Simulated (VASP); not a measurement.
# Al2Cu (I4/mmm) in VASP: a series of runs

Runs on Al2Cu. Level: LDA. Tasks: single point.

Everything below comes from runs of VASP 6.6.1. Logs are shortened: lines on timing, memory, paths and dates and some standing lists are left out, and cuts for length are marked.

## Step 1: The cell of the first run

Symmetry: I4/mmm, No. 139, tetragonal system. The conventional cell has a = 4.196 Å, b = 4.196 Å, c = 5.481 Å, α = 90.00°, β = 90.00°, γ = 90.00°. Al (site symmetry -4m2) has 4 Cu at 2.51 Å and 6 Al at 2.74 to 2.97 Å within 3.3 Å. Within 3.3 Å of Cu (site symmetry 4/mmm) lie 8 Al at 2.51 Å.

## Step 2: Single point, LDA

INCAR reads:

```
  PREC = Accurate
  ENCUT = 520
  EDIFF = 1E-6
  ISMEAR = 0
  SIGMA = 0.15
  LREAL = False
  LASPH = True
  NELM = 60
  ALGO = Fast
  ISIF = 2
  LWAVE = False
  LCHARG = False
  GGA = CA
  NBANDS = 16
```

KPOINTS reads:

```
regular mesh
0
Gamma
  14 14 14
```

POSCAR reads:

```
Al2Cu
1.0
   -2.0982333072      2.0982333072      2.7406000000
    2.0982333072     -2.0982333072      2.7406000000
    2.0982333072      2.0982333072     -2.7406000000
Al Cu
2 1
Direct
    0.7500000000      0.2500000000      0.5000000000
    0.2500000000      0.7500000000      0.5000000000
    0.5000000000      0.5000000000      0.0000000000
```

Potentials or basis: VASP PAW LDA potentials, release 64 (Al, Cu).

On the command line:

```bash
cat potpaw_LDA.64/Al/POTCAR potpaw_LDA.64/Cu/POTCAR > POTCAR
mpirun -np 1 vasp_std > vasp.out
```

OUTCAR:

```text
PREC = Accurate
   ENCUT = 520
   EDIFF = 1E-6
   ISMEAR = 0
   LREAL = False
   LASPH = True
   NELM = 60
   ISIF = 2
   GGA = CA

 ion  position               nearest neighbor table
   1  0.750  0.250  0.500-   3 2.51   3 2.51   3 2.51   3 2.51   2 2.74   2 2.74   2 2.97   2 2.97
                             2 2.97   2 2.97
   2  0.250  0.750  0.500-   3 2.51   3 2.51   3 2.51   3 2.51   1 2.74   1 2.74   1 2.97   1 2.97
                             1 2.97   1 2.97
   3  0.500  0.500  0.000-   2 2.51   1 2.51   1 2.51   2 2.51   1 2.51   2 2.51   2 2.51   1 2.51

  LATTYP: Found a body centered tetragonal cell.
 ALAT       =     4.1964666144
 C/A-ratio  =     1.3061464569

  Lattice vectors:

 A1 = (  -2.0982333072,   2.0982333072,   2.7406000000)
 A2 = (   2.0982333072,  -2.0982333072,   2.7406000000)
 A3 = (   2.0982333072,   2.0982333072,  -2.7406000000)

Analysis of symmetry for initial positions (statically):
=====================================================================
 Subroutine PRICEL returns:
 Original cell was already a primitive cell.

 Routine SETGRP: Setting up the symmetry group for a
 body centered tetragonal supercell.

 Subroutine GETGRP returns: Found 16 space group operations
 (whereof 16 operations were pure point group operations)
 out of a pool of 16 trial point group operations.

The static configuration has the point symmetry D_4h.

Analysis of symmetry for dynamics (positions and initial velocities):
=====================================================================
 Subroutine PRICEL returns:
 Original cell was already a primitive cell.

 Routine SETGRP: Setting up the symmetry group for a
 body centered tetragonal supercell.

 Subroutine GETGRP returns: Found 16 space group operations
 (whereof 16 operations were pure point group operations)
 out of a pool of 16 trial point group operations.

The dynamic configuration has the point symmetry D_4h.

 Subroutine INISYM returns: Found 16 space group operations
 (whereof 16 operations are pure point group operations),
 and found     1 'primitive' translations

----------------------------------------------------------------------------------------

                                     Primitive cell

  volume of cell :      48.2629

  direct lattice vectors                    reciprocal lattice vectors
    -2.098233307  2.098233307  2.740600000     0.000000000  0.238295712  0.182441801
     2.098233307 -2.098233307  2.740600000     0.238295712  0.000000000  0.182441801
     2.098233307  2.098233307 -2.740600000     0.238295712  0.238295712  0.000000000

  length of vectors
     4.039313603  4.039313603  4.039313603     0.300116406  0.300116406  0.337001028

  position of ions in fractional coordinates (direct lattice)
     0.750000000  0.250000000  0.500000000
     0.250000000  0.750000000  0.500000000
     0.500000000  0.500000000  0.000000000

  ion indices of the primitive-cell ions
   primitive index   ion index
                 1           1
                 2           2
                 3           3

----------------------------------------------------------------------------------------

 KPOINTS: regular mesh

Automatic generation of k-mesh.
 Grid dimensions read from file:
 generate k-points for:   14   14   14

 Generating k-lattice:

  Cartesian coordinates                     Fractional coordinates (reciprocal lattice)
     0.000000000  0.017021122  0.013031557     0.071428571  0.000000000  0.000000000
     0.017021122  0.000000000  0.013031557     0.000000000  0.071428571  0.000000000
     0.017021122  0.017021122  0.000000000     0.000000000  0.000000000  0.071428571

  Length of vectors
     0.021436886  0.021436886  0.024071502

  Shift w.r.t. Gamma in fractional coordinates (k-lattice)
     0.000000000  0.000000000  0.000000000

 Subroutine IBZKPT returns following result:
 ===========================================

 Found    244 irreducible k-points:

 Following reciprocal coordinates:
            Coordinates               Weight
  0.000000  0.000000  0.000000      1.000000
  0.071429 -0.000000  0.000000      8.000000
  0.142857 -0.000000  0.000000      8.000000
  0.214286 -0.000000  0.000000      8.000000
  0.285714 -0.000000  0.000000      8.000000
  0.357143 -0.000000  0.000000      8.000000
[... 16 lines left out ...]
  0.214286  0.142857  0.000000     16.000000
  0.285714  0.142857  0.000000     16.000000
 [... further k-points ...]
   k-points           NKPTS =    244   k-points in BZ     NKDIM =    244   number of bands    NBANDS=     16
   number of dos      NEDOS =    301   number of ions     NIONS =      3
   total plane-waves  NPLWV =  27000
   dimension x,y,z NGX =    30 NGY =   30 NGZ =   30
   dimension x,y,z NGXF=    60 NGYF=   60 NGZF=   60
   ions per type =               2   1
   NGX,Y,Z   is equivalent  to a cutoff of  12.35, 12.35, 12.35 a.u.
   NGXF,Y,Z  is equivalent  to a cutoff of  24.69, 24.69, 24.69 a.u.
 SYSTEM =  unknown system
   PREC   = accura    normal or accurate (medium, high low for compatibility)
   ISTART =      0    job   : 0-new  1-cont  2-samecut
   ICHARG =      2    charge: 1-file 2-atom 10-const
   ISPIN  =      1    spin polarized calculation?
   LNONCOLLINEAR =      F non collinear calculations
   LSORBIT =      F    spin-orbit coupling
   LASPH  =      T    aspherical Exc in radial PAW
   ENCUT  =  520.0 eV  38.22 Ry    6.18 a.u.   7.51  7.51  7.51*2*pi/ulx,y,z
   NELM   =     60;   NELMIN=  2; NELMDL= -5     # of ELM steps
   EDIFF  = 0.1E-05   stopping-criterion for ELM
   LREAL  =      F    real-space projection
   EDIFFG = 0.1E-04   stopping-criterion for IOM
   NSW    =      0    number of steps for IOM
   IBRION =     -1    ionic relax: 0-MD 1-quasi-New 2-CG
   NFREE  =      0    steps in history (QN), initial steepest desc. (CG)
   ISIF   =      2    stress and relaxation
   ISYM   =      2    0-nonsym 1-usesym 2-fastsym
   POTIM  = 0.5000    time-step for ionic-motion
   TEBEG  =    0.0;   TEEND  =   0.0 temperature during run
   PSTRESS=    0.0 pullay stress
   NELECT =      17.0000    total number of electrons
   NUPDOWN=      -1.0000    fix difference up-down
   EMIN   =  10.00;   EMAX   =-10.00  energy-range for DOS
   EFERMI =   0.00;   METHOD = LEGACY
   ISMEAR =     0;   SIGMA  =   0.15  broadening in eV -4-tet -1-fermi 0-gaus
   EFERMI_NEDOS =   21; number of points for ismear=-14 and -15
   IALGO  =     68    algorithm
   IMIX   =      4    mixing-type and parameters
     AMIX     =   0.40;   BMIX     =  1.00
     AMIX_MAG =   1.60;   BMIX_MAG =  1.00
  volume/ion in A,a.u.               =      16.09       108.56
  Fermi-wavevector in a.u.,A,eV,Ry     =   1.156166  2.184836 18.187167  1.336719
  Thomas-Fermi vector in A             =   2.292788
   LORBIT       =      0    0 simple, 1 ext, 2 COOP (PROOUT), +10 PAW based schemes
   GGA     = CA    functional components
   LHFCALC =     F    Hartree Fock is set to
   AEXX    =    0.0000 exact exchange contribution
   IVDW    =     0    specifies the selected vdW correction
   LEPSILON=     F    determine dielectric tensor
   LRPA    =     F    only Hartree local field effects (RPA)
 non-spin polarized calculation
 RMM-DIIS sequential band-by-band and
 Gauss-broadening in eV      SIGMA  =   0.15
  energy-cutoff  :      520.00
  volume of cell :       48.26
 maximum number of plane-waves:      1319
   NGX = 15   NGY = 15   NGZ = 15

 number of electron      16.9999998 magnetization

 Free energy of the ion-electron system (eV)
  ---------------------------------------------------
  ext. energy  EPLUGINS =         0.00000000
  ---------------------------------------------------
  free energy    TOTEN  =       -13.59973982 eV

  energy without entropy =      -13.58886063  energy(sigma->0) =      -13.59430023

 E-fermi :   6.6971     XC(G=0): -10.6170

 val. band max:        6.6952737624   @ k =   0.5000   0.1429   0.0000
 cond. band min:       6.7051073979   @ k =   0.4286   0.0714   0.0714
 fundamental gap:      0.0098336355
 Fermi energy:         6.6970811315

 k-point     1 :       0.0000    0.0000    0.0000
  band No.  band energies     occupation
      1      -3.4118      2.00000
      2       2.1014      2.00000
      3       2.1802      2.00000
      4       2.1802      2.00000
      5       2.6443      2.00000
      6       2.7619      2.00000
[... 8 lines left out ...]
     15      12.7716      0.00000
     16      13.7502      0.00000

 k-point     2 :       0.0714   -0.0000    0.0000
  band No.  band energies     occupation
      1      -3.3440      2.00000
      2       2.0950      2.00000
      3       2.1751      2.00000
      4       2.1895      2.00000
      5       2.6427      2.00000
      6       2.7584      2.00000
[... 8 lines left out ...]
     15      12.5129      0.00000
     16      13.9785      0.00000

 k-point     3 :       0.1429   -0.0000    0.0000
  band No.  band energies     occupation
      1      -3.1415      2.00000
      2       2.0447      2.00000
      3       2.1876      2.00000
      4       2.2139      2.00000
      5       2.6413      2.00000
      6       2.7496      2.00000
[... 8 lines left out ...]
     15      12.7326      0.00000
     16      13.6289      0.00000

 k-point     4 :       0.2143   -0.0000    0.0000
  band No.  band energies     occupation
      1      -2.8069      2.00000
      2       1.9290      2.00000
      3       2.2240      2.00000
      4       2.2428      2.00000
      5       2.6489      2.00000
      6       2.7408      2.00000
[... 8 lines left out ...]
     15      13.0977      0.00000
     16      13.7860      0.00000
[... 324 lines left out ...]
 k-point    22 :       0.1429    0.1429    0.0000
  band No.  band energies     occupation
      1      -2.6758      2.00000
      2       1.8802      2.00000
      3       2.2424      2.00000
      4       2.2533      2.00000
      5       2.6504      2.00000
      6       2.7431      2.00000
[... 8 lines left out ...]
     15      13.2040      0.00000
     16      15.2118      0.00000

 k-point    23 :       0.2143    0.1429    0.0000
  band No.  band energies     occupation
      1      -2.2488      2.00000
      2       1.7289      2.00000
      3       2.2461      2.00000
      4       2.3000      2.00000
      5       2.6537      2.00000
      6       2.7583      2.00000
[... 8 lines left out ...]
     15      13.3272      0.00000
     16      16.1280      0.00000

 k-point    24 :       0.2857    0.1429    0.0000
  band No.  band energies     occupation
      1      -1.7036      2.00000
      2       1.4657      2.00000
      3       2.2376      2.00000
      4       2.3389      2.00000
      5       2.6683      2.00000
      6       2.7808      2.00000
[... 8 lines left out ...]
     15      14.0482      0.00000
     16      17.1467      0.00000

 [... further k-points ...]

------------------------ aborting loop because EDIFF is reached ----------------------------------------

  FORCE on cell =-STRESS in cart. coord.  units (eV):
  Direction    XX          YY          ZZ          XY          YZ          ZX
  --------------------------------------------------------------------------------------
  -------------------------------------------------------------------------------------
  Total       -2.2661866     -2.2661866      0.2554959      0.0000000      0.0000000      0.0000000
  in kB      -75.2303453    -75.2303453      8.4816686      0.0000000      0.0000000      0.0000000
  external PRESSURE =     -47.3263407 kB  Pullay stress =       0.0000000 kB

 VOLUME and BASIS-vectors are now :
 -----------------------------------------------------------------------------
  energy-cutoff  :      520.00
  volume of cell :       48.26
      direct lattice vectors                 reciprocal lattice vectors
    -2.098233307  2.098233307  2.740600000     0.000000000  0.238295712  0.182441801
     2.098233307 -2.098233307  2.740600000     0.238295712  0.000000000  0.182441801
     2.098233307  2.098233307 -2.740600000     0.238295712  0.238295712  0.000000000

 POSITION                                       TOTAL-FORCE (eV/Angst)
 -----------------------------------------------------------------------------------
      0.00000      2.09823      1.37030        -0.000000      0.000000     -0.000000
      2.09823      0.00000      1.37030         0.000000     -0.000000      0.000000
      0.00000      0.00000      2.74060         0.000000      0.000000     -0.000000
 -----------------------------------------------------------------------------------
    total drift:                                0.000000     -0.000000      0.000000

  FREE ENERGIE OF THE ION-ELECTRON SYSTEM (eV)
  ---------------------------------------------------
  free  energy   TOTEN  =       -13.5997398245 eV

  energy  without entropy=      -13.5888606340  energy(sigma->0) =      -13.59430023
```

Run time: 3.8 min. Hardware: 1 thread of Intel Xeon Platinum 8259CL at 2.50GHz (Skylake/Cascade Lake), shared host; peak memory 0.29 GiB.

What came out:

| Item | Value |
| --- | --- |
| Free energy | -13.5997 eV |
| Pressure | -4.7 GPa |
| Band gap on the k mesh | zero (an odd number of electrons rules out a gap without spin polarisation) |

Levels at points of the mesh, in eV from the Fermi level:
| k point | band 6 | band 7 | band 8 | band 9 | band 10 | band 11 | band 12 | band 13 |
| --- | --- | --- | --- | --- | --- | --- | --- | --- |
| (0.00, 0.00, 0.00) | -3.94 | 2.30 | 2.75 | 2.75 | 3.19 | 3.19 | 3.31 | 3.96 |
| (0.50, 0.00, 0.00) | -3.93 | -3.88 | 0.31 | 0.89 | 2.61 | 2.71 | 4.15 | 4.44 |
| (0.50, 0.50, 0.00) | -3.88 | -3.74 | -2.02 | -1.44 | 0.57 | 1.75 | 8.80 | 9.24 |
| (0.50, 0.50, 0.50) | -3.86 | -3.57 | -2.25 | -2.25 | -0.37 | 1.24 | 9.10 | 10.12 |

Caveat: the stress differs along the axes, from -8 to 1 GPa.

## Step 3: Single point, LDA

This run uses another cell than the first one, of 16.36 Å³/atom.

INCAR reads:

```
SYSTEM = Al2Cu
  PREC = Accurate
  ENCUT = 520
  EDIFF = 1E-7
  ISMEAR = 0
  SIGMA = 0.15
  LREAL = .FALSE.
  LASPH = .TRUE.
  NELM = 80
  ALGO = Fast
  ISIF = 2
  LWAVE = .FALSE.
  LCHARG = .FALSE.
  NBANDS = 16
```

KPOINTS reads:

```
Automatic mesh
0
G
  14 14 14
  0 0 0
```

POSCAR reads:

```
Al2Cu
1.0
   -2.0982333072      2.0982333072      2.7878500000
    2.0982333072     -2.0982333072      2.7878500000
    2.0982333072      2.0982333072     -2.7878500000
Al Cu
2 1
Direct
    0.7500000000      0.2500000000      0.5000000000
    0.2500000000      0.7500000000      0.5000000000
    0.5000000000      0.5000000000      0.0000000000
```

Potentials or basis: VASP PAW LDA potentials, release 64 (Al, Cu).

On the command line:

```bash
cat potpaw_LDA.64/Al/POTCAR potpaw_LDA.64/Cu/POTCAR > POTCAR
mpirun -np 1 vasp_std > vasp.out
```

It took 5.3 min on 1 thread of Intel Xeon Platinum 8259CL at 2.50GHz (Skylake/Cascade Lake), shared host; peak memory 0.29 GiB.

The run converged. Its results:

```yaml
Free_energy: -13.5956 eV
Pressure: -6.2 GPa
Band_gap_on_the_k_mesh: zero (an odd number of electrons rules out a gap without spin polarisation)
```

Stress tensor (GPa, compression positive):
```
-8.24  0.00  0.00
 0.00 -8.24  0.00
 0.00  0.00 -2.21
```

Levels at points of the mesh, in eV from the Fermi level:
| k point | band 7 | band 8 | band 9 | band 10 | band 11 | band 12 |
| --- | --- | --- | --- | --- | --- | --- |
| (0.00, 0.00, 0.00) | 2.37 | 2.78 | 2.78 | 3.06 | 3.06 | 3.22 |
| (0.50, 0.00, 0.00) | -3.85 | 0.38 | 0.84 | 2.67 | 2.72 | 3.88 |
| (0.50, 0.50, 0.00) | -3.70 | -1.98 | -1.53 | 0.42 | 1.71 | 8.83 |
| (0.50, 0.50, 0.50) | -3.57 | -2.15 | -2.15 | -0.30 | 1.32 | 9.03 |

Caveat: the stress differs along the axes, from -8 to -2 GPa.

(Part 1 of 2 ends here.)
